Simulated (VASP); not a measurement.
# Be (Im-3m) in VASP: notebook

The runs below take Be through single point, with BLYP.

Program: VASP 6.6.1. These are calculated values, not measurements. Logs are shortened: lines on timing, memory, paths and dates and some standing lists are left out, and cuts for length are marked.

### Step 1. The cell of the first run

Symmetry: Im-3m, No. 229, cubic system. Conventional cell: a = 2.469 Å, b = 2.469 Å, c = 2.469 Å, α = 90.00°, β = 90.00°, γ = 90.00°. Be (site symmetry m-3m) has 14 Be at 2.14 to 2.47 Å within 2.8 Å.

### Step 2. Single point, BLYP (volume scaled by 0.96)

File INCAR:

```
  PREC = Accurate
  ENCUT = 520
  EDIFF = 1E-6
  ISMEAR = -1
  SIGMA = 0.1
  LREAL = F
  LASPH = T
  NELM = 60
  ALGO = Normal
  ISIF = 2
  LWAVE = F
  LCHARG = F
  GGA = B5
  ALDAX = 1.0
  AGGAX = 1.0
  AGGAC = 1.0
  ALDAC = 0.0
  NBANDS = 7
```

File KPOINTS:

```
Automatic mesh
0
Gamma
  20 20 20
```

File POSCAR:

```
Be
1.0
   -1.2342721887      1.2342721887      1.2342721887
    1.2342721887     -1.2342721887      1.2342721887
    1.2342721887      1.2342721887     -1.2342721887
Be
1
Direct
    0.0000000000      0.0000000000      0.0000000000
```

Potentials or basis: VASP PAW PBE potentials, release 64 (Be).

Run with:

```bash
$ cat potpaw_PBE.64/Be/POTCAR > POTCAR
$ mpirun -np 1 vasp_std > vasp.out
```

OUTCAR:

```text
PREC = Accurate
   ENCUT = 520
   EDIFF = 1E-6
   ISMEAR = -1
   LREAL = F
   LASPH = T
   NELM = 60
   ISIF = 2
   GGA = B5

 ion  position               nearest neighbor table
   1  0.000  0.000  0.000-

  LATTYP: Found a body centered cubic cell.
 ALAT       =     2.4685443774

  Lattice vectors:

 A1 = (  -1.2342721887,   1.2342721887,   1.2342721887)
 A2 = (   1.2342721887,  -1.2342721887,   1.2342721887)
 A3 = (   1.2342721887,   1.2342721887,  -1.2342721887)

Analysis of symmetry for initial positions (statically):
=====================================================================
 Subroutine PRICEL returns:
 Original cell was already a primitive cell.

 Routine SETGRP: Setting up the symmetry group for a
 body centered cubic supercell.

 Subroutine GETGRP returns: Found 48 space group operations
 (whereof 48 operations were pure point group operations)
 out of a pool of 48 trial point group operations.

The static configuration has the point symmetry O_h .

Analysis of symmetry for dynamics (positions and initial velocities):
=====================================================================
 Subroutine PRICEL returns:
 Original cell was already a primitive cell.

 Routine SETGRP: Setting up the symmetry group for a
 body centered cubic supercell.

 Subroutine GETGRP returns: Found 48 space group operations
 (whereof 48 operations were pure point group operations)
 out of a pool of 48 trial point group operations.

The dynamic configuration has the point symmetry O_h .

 Subroutine INISYM returns: Found 48 space group operations
 (whereof 48 operations are pure point group operations),
 and found     1 'primitive' translations

----------------------------------------------------------------------------------------

                                     Primitive cell

  volume of cell :       7.5213

  direct lattice vectors                    reciprocal lattice vectors
    -1.234272189  1.234272189  1.234272189     0.000000000  0.405097032  0.405097032
     1.234272189 -1.234272189  1.234272189     0.405097032  0.000000000  0.405097032
     1.234272189  1.234272189 -1.234272189     0.405097032  0.405097032  0.000000000

  length of vectors
     2.137822141  2.137822141  2.137822141     0.572893716  0.572893716  0.572893716

  position of ions in fractional coordinates (direct lattice)
     0.000000000  0.000000000  0.000000000

[... 68 lines left out ...]
   ICHARG =      2    charge: 1-file 2-atom 10-const
   ISPIN  =      1    spin polarized calculation?
   LNONCOLLINEAR =      F non collinear calculations
   LSORBIT =      F    spin-orbit coupling
   LASPH  =      T    aspherical Exc in radial PAW
   ENCUT  =  520.0 eV  38.22 Ry    6.18 a.u.   3.97  3.97  3.97*2*pi/ulx,y,z
   NELM   =     60;   NELMIN=  2; NELMDL= -5     # of ELM steps
   EDIFF  = 0.1E-05   stopping-criterion for ELM
   LREAL  =      F    real-space projection
   EDIFFG = 0.1E-04   stopping-criterion for IOM
   NSW    =      0    number of steps for IOM
   IBRION =     -1    ionic relax: 0-MD 1-quasi-New 2-CG
   NFREE  =      0    steps in history (QN), initial steepest desc. (CG)
   ISIF   =      2    stress and relaxation
   ISYM   =      2    0-nonsym 1-usesym 2-fastsym
   POTIM  = 0.5000    time-step for ionic-motion
   TEBEG  =    0.0;   TEEND  =   0.0 temperature during run
   PSTRESS=    0.0 pullay stress
   NELECT =       2.0000    total number of electrons
   NUPDOWN=      -1.0000    fix difference up-down
   EMIN   =  10.00;   EMAX   =-10.00  energy-range for DOS
   EFERMI =   0.00;   METHOD = LEGACY
   ISMEAR =    -1;   SIGMA  =   0.10  broadening in eV -4-tet -1-fermi 0-gaus
   EFERMI_NEDOS =   21; number of points for ismear=-14 and -15
   IALGO  =     38    algorithm
   IMIX   =      4    mixing-type and parameters
     AMIX     =   0.40;   BMIX     =  1.00
     AMIX_MAG =   1.60;   BMIX_MAG =  1.00
  volume/ion in A,a.u.               =       7.52        50.76
  Fermi-wavevector in a.u.,A,eV,Ry     =   1.052739  1.989388 15.078774  1.108259
  Thomas-Fermi vector in A             =   2.187833
   LORBIT       =      0    0 simple, 1 ext, 2 COOP (PROOUT), +10 PAW based schemes
   GGA     = B5    functional components
   LHFCALC =     F    Hartree Fock is set to
   AEXX    =    0.0000 exact exchange contribution
   IVDW    =     0    specifies the selected vdW correction
   LEPSILON=     F    determine dielectric tensor
   LRPA    =     F    only Hartree local field effects (RPA)
 non-spin polarized calculation
  energy-cutoff  :      520.00
  volume of cell :        7.52
 maximum number of plane-waves:       236
   NGX =  7   NGY =  7   NGZ =  7

 number of electron       2.0000000 magnetization

 Free energy of the ion-electron system (eV)
  ---------------------------------------------------
  ext. energy  EPLUGINS =         0.00000000
  ---------------------------------------------------
  free energy    TOTEN  =        -2.99311934 eV

  energy without entropy =       -2.98939680  energy(sigma->0) =       -2.99125807

 E-fermi :   8.7511     XC(G=0): -10.2491

 val. band max:        8.7354503368   @ k =  -0.3500  -0.4000   0.0500
 cond. band min:       8.7727780233   @ k =   0.3000   0.2500   0.1500
 fundamental gap:      0.0373276866
 Fermi energy:         8.7511027160

 k-point     1 :       0.0000    0.0000    0.0000
  band No.  band energies     occupation
      1      -3.6742      2.00000
      2      28.4747      0.00000
      3      28.4747      0.00000
      4      28.4747      0.00000
      5      40.4605      0.00000
      6      40.4605      0.00000
      7      40.4605      0.00000
[... 221 lines left out ...]
 k-point    24 :       0.2500    0.1000    0.0000
  band No.  band energies     occupation
      1      -0.2247      2.00000
      2      16.5828      0.00000
      3      21.5494      0.00000
      4      24.3808      0.00000
      5      34.1640      0.00000
      6      35.1066      0.00000
      7      42.2419      0.00000

 [... further k-points ...]
[... 5 lines left out ...]
  --------------------------------------------------------------------------------------
  -------------------------------------------------------------------------------------
  Total        0.2486390      0.2486390      0.2486390      0.0000000     -0.0000000      0.0000000
  in kB       52.9647506     52.9647506     52.9647506      0.0000000     -0.0000000      0.0000000
  external PRESSURE =      52.9647506 kB  Pullay stress =       0.0000000 kB

 VOLUME and BASIS-vectors are now :
 -----------------------------------------------------------------------------
  energy-cutoff  :      520.00
  volume of cell :        7.52
      direct lattice vectors                 reciprocal lattice vectors
    -1.234272189  1.234272189  1.234272189     0.000000000  0.405097032  0.405097032
     1.234272189 -1.234272189  1.234272189     0.405097032  0.000000000  0.405097032
     1.234272189  1.234272189 -1.234272189     0.405097032  0.405097032  0.000000000

 POSITION                                       TOTAL-FORCE (eV/Angst)
 -----------------------------------------------------------------------------------
      0.00000      0.00000      0.00000         0.000000      0.000000     -0.000000
 -----------------------------------------------------------------------------------
    total drift:                                0.000000      0.000000      0.000000

  FREE ENERGIE OF THE ION-ELECTRON SYSTEM (eV)
  ---------------------------------------------------
  free  energy   TOTEN  =        -2.9931193445 eV

  energy  without entropy=       -2.9893967987  energy(sigma->0) =       -2.99125807
```

OSZICAR:

```text
N       E                     dE             d eps       ncg     rms          rms(c)
DAV:   1    -0.178694240288E+01   -0.17869E+01   -0.11149E+03  3878   0.234E+02
DAV:   2    -0.304160336259E+01   -0.12547E+01   -0.11967E+01  4830   0.256E+01
DAV:   3    -0.304341364549E+01   -0.18103E-02   -0.18097E-02  4060   0.875E-01
DAV:   4    -0.304341396857E+01   -0.32309E-06   -0.32230E-06  5411   0.119E-02
DAV:   5    -0.304341396791E+01    0.66886E-09   -0.28596E-10  4137   0.447E-05    0.798E-01
DAV:   6    -0.300711867867E+01    0.36295E-01   -0.32548E-03  4053   0.430E-01    0.485E-01
DAV:   7    -0.299316151238E+01    0.13957E-01   -0.33440E-03  3892   0.474E-01    0.613E-02
DAV:   8    -0.299311709562E+01    0.44417E-04   -0.57206E-05  4389   0.596E-02    0.788E-03
DAV:   9    -0.299312065771E+01   -0.35621E-05   -0.44371E-06  4004   0.204E-02    0.170E-03
DAV:  10    -0.299311955329E+01    0.11044E-05   -0.16568E-07  2401   0.388E-03    0.612E-04
DAV:  11    -0.299311934445E+01    0.20884E-06   -0.16815E-08  1883   0.130E-03
   1 F= -.29931193E+01 E0= -.29912581E+01  d E =-.372255E-02
```

Run time: 3.7 s. Hardware: 1 thread of Intel Xeon 6975P-C (Granite Rapids), shared host; peak memory 0.11 GiB.

What came out:

* Free energy: -2.9931 eV
* Pressure: 5.3 GPa
* Band gap on the k mesh: zero (band 1 reaches 12.78 eV, above the bottom of band 2 at 7.42 eV)

Caveat: the cell differs from its parent crystal (volume scaled by 0.96); the PAW data sets were made with another functional, which shifts forces and pressure a little.

### Step 3. Single point, BLYP

This run uses another cell than the first one, of 7.83 Å³/atom, 1.042 times its volume.

File INCAR:

```
SYSTEM = Be
  AGGAC = 1.0
  AGGAX = 1.0
  ALDAC = 0.0
  ALDAX = 1.0
  ALGO = Normal
  EDIFF = 1E-6
  ENCUT = 520
  GGA = B5
  ISIF = 2
  ISMEAR = -1
  LASPH = .TRUE.
  LCHARG = .FALSE.
  LREAL = .FALSE.
  LWAVE = .FALSE.
  NBANDS = 7
  NELM = 100
  PREC = Accurate
  SIGMA = 0.1
```

File KPOINTS:

```
k-points
0
G
  20 20 20
  0 0 0
```

File POSCAR:

```
Be
1.0
   -1.2511821282      1.2511821282      1.2511821282
    1.2511821282     -1.2511821282      1.2511821282
    1.2511821282      1.2511821282     -1.2511821282
Be
1
Direct
    0.0000000000      0.0000000000      0.0000000000
```

Potentials or basis: VASP PAW PBE potentials, release 64 (Be).

Run with:

```bash
$ cat potpaw_PBE.64/Be/POTCAR > POTCAR
$ mpirun -np 1 vasp_std > vasp.out
```

Run time: 3.5 s. Hardware: 1 thread of Intel Xeon 6975P-C (Granite Rapids), shared host; peak memory 0.11 GiB.

Results (log left out):

| Property | Result |
| --- | --- |
| Free energy | -2.9982 eV |
| Pressure | 0.0 GPa |
| Band gap on the k mesh | zero (band 1 reaches 12.28 eV, above the bottom of band 2 at 7.11 eV) |

Levels at points of the mesh, in eV from the Fermi level:
```
           k point  band 1  band 2  band 3  band 4  band 5
(0.00, 0.00, 0.00)  -12.18   19.06   19.06   19.06   30.89
(0.50, 0.00, 0.00)   -5.21    0.44   12.07   15.32   20.57
(0.50, 0.50, 0.50)    3.89    3.89    3.89   10.01   10.01
```

Caveat: the PAW data sets were made with another functional, which shifts forces and pressure a little.

(Part 1 of 2 ends here.)
